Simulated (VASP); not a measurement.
A run of VASP 6.6.1 is set up as follows.

File POSCAR:

```
RbEuF3
1.0
    5.0643276200      0.0000000000      0.0000000000
    0.0000000000      5.0643276200      0.0000000000
    0.0000000000      0.0000000000      5.0643276200
Eu F Rb
1 3 1
Direct
    0.0000000000      0.0000000000      0.0000000000
    0.5000000000      0.0000000000      0.0000000000
    0.0000000000      0.5000000000      0.0000000000
    0.0000000000      0.0000000000      0.5000000000
    0.5000000000      0.5000000000      0.5000000000
```

INCAR.step1

```
ALGO = Normal ; EDIFF = 1E-4
ENCUT = 520 ; GGA = PE
ISMEAR = -1 ; ISPIN = 2
LASPH = True ; LCHARG = False
LDAU = True ; LDAUJ = 0 0 0
LDAUL = 3 -1 -1 ; LDAUTYPE = 2
LDAUU = 2.19 0 0 ; LMAXMIX = 6
LREAL = False ; LWAVE = True
MAGMOM = -6.8 0 0 0 0 ; NBANDS = 36
NELM = 150 ; PREC = Accurate
SIGMA = 0.1
```

File INCAR.step2:

```
ALGO = Normal ; EDIFF = 1E-6
ENCUT = 520 ; ISIF = 2
ISMEAR = -1 ; ISPIN = 2
ISTART = 1 ; LASPH = True
LCHARG = False ; LDAU = True
LDAUJ = 0 0 0 ; LDAUL = 3 -1 -1
LDAUPRINT = 1 ; LDAUTYPE = 2
LDAUU = 2.19 0 0 ; LMAXMIX = 6
LMIXTAU = True ; LORBIT = 11
LREAL = False ; LWAVE = False
MAGMOM = -6.8 0 0 0 0 ; METAGGA = R2SCAN
NBANDS = 36 ; NELM = 150
PREC = Accurate ; SIGMA = 0.1
```

File KPOINTS:

```
k-points
0
Gamma
  4 4 4
```

Potentials or basis: VASP PAW PBE potentials, release 64 (Eu, F, Rb_sv).

The run is started by

```sh
$ cat potpaw_PBE.64/Eu/POTCAR potpaw_PBE.64/F/POTCAR potpaw_PBE.64/Rb_sv/POTCAR > POTCAR
$ cp INCAR.step1 INCAR
$ mpirun -np 1 vasp_std > vasp.out
$ cp INCAR.step2 INCAR
$ mpirun -np 1 vasp_std > vasp.out
```

Predict the pressure.

-5.7 GPa.

Estimate the net moment.

-6.98 μB per cell.

Estimate the site moments.

Eu -6.61; F +0.02; Rb -0.00 μB.

Eigenvalues of the final occupation matrices:
```tsv
site	spin	trace	eigenvalues
site 1 f	1	0.01	0.00 0.00 0.00 0.00 0.00 0.00 0.00
site 1 f	2	6.84	0.97 0.98 0.98 0.98 0.98 0.98 0.98
```

Caveat: the cell stands under tension; the PAW data sets were made with another functional, which shifts forces and pressure a little; spin-orbit coupling is left out, which moves the levels of the heavy elements; a cell with one magnetic atom can't hold antiferromagnetic order, which such compounds often take. The state reached can hang on the start; a lower one may exist.
